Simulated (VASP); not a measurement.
# BaTiO3 (Pm-3m) in VASP: single point with HSE06

Aim: the single point of BaTiO3 with HSE06.

Program: VASP 6.6.1. These are calculated values, not measurements. Logs are shortened: lines on timing, memory, paths and dates and some standing lists are left out, and cuts for length are marked.

## 1. The cell of the first run

Symmetry: Pm-3m, No. 221, cubic system. The conventional cell has a = 3.994 Å, b = 3.994 Å, c = 3.994 Å, α = 90.00°, β = 90.00°, γ = 90.00°. Within 3.7 Å of Ba (site symmetry m-3m) lie 12 O at 2.82 Å and 8 Ti at 3.46 Å. Ti (site symmetry m-3m) has 6 O at 2.00 Å within 2.6 Å. O (site symmetry 4/mmm) has 2 Ti at 2.00 Å within 2.6 Å.

## 2. Single point, HSE06

The input, POSCAR:

```
BaTiO3
1.0
    3.9940965204      0.0000000000      0.0000000000
    0.0000000000      3.9940965204      0.0000000000
    0.0000000000      0.0000000000      3.9940965204
Ba Ti O
1 1 3
Direct
    0.0000000000      0.0000000000      0.0000000000
    0.5000000000      0.5000000000      0.5000000000
    0.5000000000      0.5000000000      0.0000000000
    0.5000000000      0.0000000000      0.5000000000
    0.0000000000      0.5000000000      0.5000000000
```

The input, INCAR.step1:

```
PREC = Accurate ; ENCUT = 520
EDIFF = 1E-5 ; ISMEAR = 0
SIGMA = 0.01 ; LREAL = False
LASPH = True ; NELM = 60
ALGO = Normal ; ISIF = 2
LWAVE = True ; LCHARG = False
GGA = PE ; NBANDS = 28
LUSENCCL = False
```

The input, INCAR.step2:

```
PREC = Accurate ; ENCUT = 520
EDIFF = 1E-6 ; ISMEAR = 0
SIGMA = 0.01 ; LREAL = False
LASPH = True ; NELM = 60
ALGO = Normal ; ISIF = 2
LWAVE = False ; LCHARG = False
GGA = PE ; LHFCALC = True
HFSCREEN = 0.2079 ; PRECFOCK = Fast
ISTART = 1 ; NBANDS = 28
LUSENCCL = False
```

The input, KPOINTS:

```
regular mesh
0
Gamma
  4 4 4
```

Potentials or basis: VASP PAW PBE potentials, release 64 (Ba_sv, Ti_sv, O).

The run is started by

```bash
cat potpaw_PBE.64/Ba_sv/POTCAR potpaw_PBE.64/Ti_sv/POTCAR potpaw_PBE.64/O/POTCAR > POTCAR
cp INCAR.step1 INCAR
mpirun -np 1 vasp_std > vasp.out
cp INCAR.step2 INCAR
mpirun -np 1 vasp_std > vasp.out
```

OUTCAR:

```text
PREC = Accurate
   ENCUT = 520
   EDIFF = 1E-6
   ISMEAR = 0
   LREAL = False
   LASPH = True
   NELM = 60
   ISIF = 2
   GGA = PE
   LHFCALC = True
   HFSCREEN = 0.2079
   PRECFOCK = Fast
   ISTART = 1

 ion  position               nearest neighbor table
   1  0.000  0.000  0.000-   3 2.82   4 2.82   5 2.82   4 2.82   5 2.82   3 2.82   5 2.82   5 2.82
                             3 2.82   4 2.82   4 2.82   3 2.82   2 3.46   2 3.46   2 3.46   2 3.46
   2  0.500  0.500  0.500-   3 2.00   4 2.00   5 2.00   3 2.00   4 2.00   5 2.00   1 3.46   1 3.46
                             1 3.46   1 3.46   1 3.46   1 3.46   1 3.46   1 3.46
   3  0.500  0.500  0.000-   2 2.00   2 2.00   1 2.82   1 2.82   1 2.82   1 2.82
   4  0.500  0.000  0.500-   2 2.00   2 2.00   1 2.82   1 2.82   1 2.82   1 2.82
   5  0.000  0.500  0.500-   2 2.00   2 2.00   1 2.82   1 2.82   1 2.82   1 2.82

  LATTYP: Found a simple cubic cell.
 ALAT       =     3.9940965204

  Lattice vectors:

 A1 = (   3.9940965204,   0.0000000000,   0.0000000000)
 A2 = (   0.0000000000,   3.9940965204,   0.0000000000)
 A3 = (   0.0000000000,   0.0000000000,   3.9940965204)

Analysis of symmetry for initial positions (statically):
=====================================================================
 Subroutine PRICEL returns:
 Original cell was already a primitive cell.

 Routine SETGRP: Setting up the symmetry group for a
 simple cubic supercell.

 Subroutine GETGRP returns: Found 48 space group operations
 (whereof 48 operations were pure point group operations)
 out of a pool of 48 trial point group operations.

The static configuration has the point symmetry O_h .

Analysis of symmetry for dynamics (positions and initial velocities):
=====================================================================
 Subroutine PRICEL returns:
 Original cell was already a primitive cell.

 Routine SETGRP: Setting up the symmetry group for a
 simple cubic supercell.

 Subroutine GETGRP returns: Found 48 space group operations
 (whereof 48 operations were pure point group operations)
 out of a pool of 48 trial point group operations.

The dynamic configuration has the point symmetry O_h .

 Subroutine INISYM returns: Found 48 space group operations
 (whereof 48 operations are pure point group operations),
 and found     1 'primitive' translations

----------------------------------------------------------------------------------------
[... 93 lines left out ...]
   TEBEG  =    0.0;   TEEND  =   0.0 temperature during run
   PSTRESS=    0.0 pullay stress
   NELECT =      40.0000    total number of electrons
   NUPDOWN=      -1.0000    fix difference up-down
   EMIN   =  10.00;   EMAX   =-10.00  energy-range for DOS
   EFERMI =   0.00;   METHOD = LEGACY
   ISMEAR =     0;   SIGMA  =   0.01  broadening in eV -4-tet -1-fermi 0-gaus
   EFERMI_NEDOS =   21; number of points for ismear=-14 and -15
   IALGO  =     38    algorithm
   IMIX   =      1    mixing-type and parameters
     AMIX     =   0.40;   BMIX     =  1.00
     AMIX_MAG =   1.60;   BMIX_MAG =  1.00
  volume/ion in A,a.u.               =      12.74        86.00
  Fermi-wavevector in a.u.,A,eV,Ry     =   1.401768  2.648958 26.734832  1.964955
  Thomas-Fermi vector in A             =   2.524597
   LORBIT       =      0    0 simple, 1 ext, 2 COOP (PROOUT), +10 PAW based schemes
   GGA     = PE    functional components
   LHFCALC =     T    Hartree Fock is set to
   PRECFOCK=fast      Normal, Fast or Accurate (Low or Medium for compatibility)
   ENCUT4O =  -1.0   cutoff for four orbital integrals eV
   NKREDX  =     1    reduce k-point grid by
   NKREDY  =     1    reduce k-point grid by
   NKREDZ  =     1    reduce k-point grid by
   AEXX    =    0.2500 exact exchange contribution
   HFSCREEN=    0.2079 screening length (either q_TF or 0.3 A-1)
   HFSCREENC=   0.2079 screening length for correlation (either q_TF or 0.3 A-1)
   ENCUTFOCK=  -1.0 apply spherical cutoff to Coloumb kernel
   IVDW    =     0    specifies the selected vdW correction
   LEPSILON=     F    determine dielectric tensor
   LRPA    =     F    only Hartree local field effects (RPA)
 non-spin polarized calculation
 Gauss-broadening in eV      SIGMA  =   0.01
  energy-cutoff  :      520.00
  volume of cell :       63.72
 maximum number of plane-waves:      1747
 NGX is ok and might be reduce to    30
  NGX = 16; NGY = 16; NGZ = 16

 number of electron      39.9999976 magnetization

 Free energy of the ion-electron system (eV)
  ---------------------------------------------------
  ext. energy  EPLUGINS =         0.00000000
  ---------------------------------------------------
  free energy    TOTEN  =       -48.37934821 eV

  energy without entropy =      -48.37934821  energy(sigma->0) =      -48.37934821

 E-fermi :   2.9237     XC(G=0):  -9.2821

 val. band max:        2.8488264021   @ k =   0.5000   0.5000   0.5000
 cond. band min:       5.9895979121   @ k =   0.0000   0.0000   0.0000
 fundamental gap:      3.1407715099
 Fermi energy:         2.9237231154

 k-point     1 :       0.0000    0.0000    0.0000
  band No.  band energies     occupation
      1     -58.1966      2.00000
      2     -32.7408      2.00000
      3     -32.7408      2.00000
      4     -32.7408      2.00000
      5     -23.2699      2.00000
      6     -15.6802      2.00000
[... 299 lines left out ...]
     27      12.3966      0.00000
     28      12.3966      0.00000

------------------------ aborting loop because EDIFF is reached ----------------------------------------

  FORCE on cell =-STRESS in cart. coord.  units (eV):
  Direction    XX          YY          ZZ          XY          YZ          ZX
  --------------------------------------------------------------------------------------
  -------------------------------------------------------------------------------------
  Total       -0.2275364     -0.2275364     -0.2275364      0.0000000      0.0000000      0.0000000
  in kB       -5.7214469     -5.7214469     -5.7214469      0.0000000      0.0000000      0.0000000
  external PRESSURE =      -5.7214469 kB  Pullay stress =       0.0000000 kB

 VOLUME and BASIS-vectors are now :
 -----------------------------------------------------------------------------
  energy-cutoff  :      520.00
  volume of cell :       63.72
      direct lattice vectors                 reciprocal lattice vectors
     3.994096520  0.000000000  0.000000000     0.250369513  0.000000000  0.000000000
     0.000000000  3.994096520  0.000000000     0.000000000  0.250369513  0.000000000
     0.000000000  0.000000000  3.994096520     0.000000000  0.000000000  0.250369513

 POSITION                                       TOTAL-FORCE (eV/Angst)
 -----------------------------------------------------------------------------------
      0.00000      0.00000      0.00000         0.000000      0.000000      0.000000
      1.99705      1.99705      1.99705         0.000000      0.000000      0.000000
      1.99705      1.99705      0.00000         0.000000      0.000000      0.000000
      1.99705      0.00000      1.99705         0.000000      0.000000      0.000000
      0.00000      1.99705      1.99705         0.000000      0.000000      0.000000
 -----------------------------------------------------------------------------------
    total drift:                               -0.000001     -0.000002     -0.000001

  FREE ENERGIE OF THE ION-ELECTRON SYSTEM (eV)
  ---------------------------------------------------
  free  energy   TOTEN  =       -48.3793482070 eV

  energy  without entropy=      -48.3793482070  energy(sigma->0) =      -48.37934821
```

OUTCAR.step1:

```text
PREC = Accurate
   ENCUT = 520
   EDIFF = 1E-5
   ISMEAR = 0
   LREAL = False
[... 528 lines left out ...]
      1.99705      1.99705      1.99705         0.000000      0.000000      0.000000
      1.99705      1.99705      0.00000         0.000000      0.000000      0.000000
      1.99705      0.00000      1.99705         0.000000      0.000000      0.000000
      0.00000      1.99705      1.99705         0.000000      0.000000      0.000000
 -----------------------------------------------------------------------------------
    total drift:                                0.000000      0.000000     -0.000000

  FREE ENERGIE OF THE ION-ELECTRON SYSTEM (eV)
  ---------------------------------------------------
  free  energy   TOTEN  =       -39.9378948280 eV

  energy  without entropy=      -39.9378948280  energy(sigma->0) =      -39.93789483
```

OSZICAR.step1:

```text
N       E                     dE             d eps       ncg     rms          rms(c)
DAV:   1     0.451202980018E+03    0.45120E+03   -0.21307E+04   560   0.155E+03
DAV:   2    -0.460909501397E+01   -0.45581E+03   -0.43606E+03   660   0.430E+02
DAV:   3    -0.485846024949E+02   -0.43976E+02   -0.43638E+02   780   0.134E+02
DAV:   4    -0.508713576106E+02   -0.22868E+01   -0.22822E+01   840   0.252E+01
DAV:   5    -0.509383877889E+02   -0.67030E-01   -0.67021E-01   752   0.345E+00    0.230E+01
DAV:   6    -0.401144907012E+02    0.10824E+02   -0.57197E+01   752   0.658E+01    0.970E+00
DAV:   7    -0.400656435415E+02    0.48847E-01   -0.92149E+00   704   0.217E+01    0.652E+00
DAV:   8    -0.399215673867E+02    0.14408E+00   -0.77221E-01   676   0.770E+00    0.304E+00
DAV:   9    -0.399578324494E+02   -0.36265E-01   -0.23887E-01   760   0.362E+00    0.131E+00
DAV:  10    -0.399381637389E+02    0.19669E-01   -0.10107E-01   612   0.333E+00    0.218E-01
DAV:  11    -0.399379445905E+02    0.21915E-03   -0.45163E-03   708   0.476E-01    0.890E-02
DAV:  12    -0.399380874719E+02   -0.14288E-03   -0.10914E-03   796   0.235E-01    0.123E-01
DAV:  13    -0.399379100211E+02    0.17745E-03   -0.99611E-04   724   0.302E-01    0.340E-02
DAV:  14    -0.399378941764E+02    0.15845E-04   -0.70337E-05   644   0.813E-02    0.291E-03
DAV:  15    -0.399378948280E+02   -0.65156E-06   -0.35699E-06   368   0.159E-02
   1 F= -.39937895E+02 E0= -.39937895E+02  d E =-.274333E-76
```

Wall time 16 min (1 × NVIDIA H100 80GB with 1 thread of AMD EPYC 7R13 (Zen 3), shared host); peak memory 1.2 GiB.

What came out:

* Free energy: -48.3793 eV
* Pressure: -0.6 GPa
* Band gap on the k mesh: 3.14 eV, indirect (least direct gap 3.26 eV)

Caveat: the PAW data sets were made with another functional, which shifts forces and pressure a little; spin-orbit coupling is left out, which moves the levels of the heavy elements. A k mesh can miss the band edges.
